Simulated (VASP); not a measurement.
Crystal: Ti.

```
Ti
1.0
     5.87871    0.00000    0.00000
    -2.93936    5.09112    0.00000
     0.00000    0.00000    9.29704
Ti
16
Direct
  0.16667 0.33333 0.12500
  0.33333 0.16667 0.37500
  0.16667 0.33333 0.62500
  0.33333 0.16667 0.87500
  0.16667 0.83333 0.12500
  0.33333 0.66667 0.37500
  0.16667 0.83333 0.62500
  0.33333 0.66667 0.87500
  0.66667 0.33333 0.12500
  0.83333 0.16667 0.37500
  0.66667 0.33333 0.62500
  0.83333 0.16667 0.87500
  0.66667 0.83333 0.12500
  0.83333 0.66667 0.37500
  0.66667 0.83333 0.62500
  0.83333 0.66667 0.87500
```

Base run:

```yaml
Program: VASP 6.6.1
Functional: PBEsol
Potentials_or_basis: VASP PAW PBE potentials, release 64 (Ti_sv)
Cutoff: 500 eV
k_mesh: 4 × 4 × 2
Occupations: methfessel-paxton, width 0.1 eV
Spin: no spin polarisation
```

Its results: band gap on the k mesh zero (bands 96 and 97 overlap by 0.84 eV); pressure -4.9 GPa.

Question: The run is repeated on the same cell with these changes: functional from PBEsol to LDA; potentials or basis from VASP PAW PBE potentials, release 64 (Ti_sv) to VASP PAW LDA potentials, release 64 (Ti_sv). What comes out?

Answer: Band gap on the k mesh zero (bands 96 and 97 overlap by 0.78 eV); pressure -8.9 GPa.

Caveats: the cell stands under tension; the PAW data sets were made with another functional, which shifts forces and pressure a little (at least some runs).
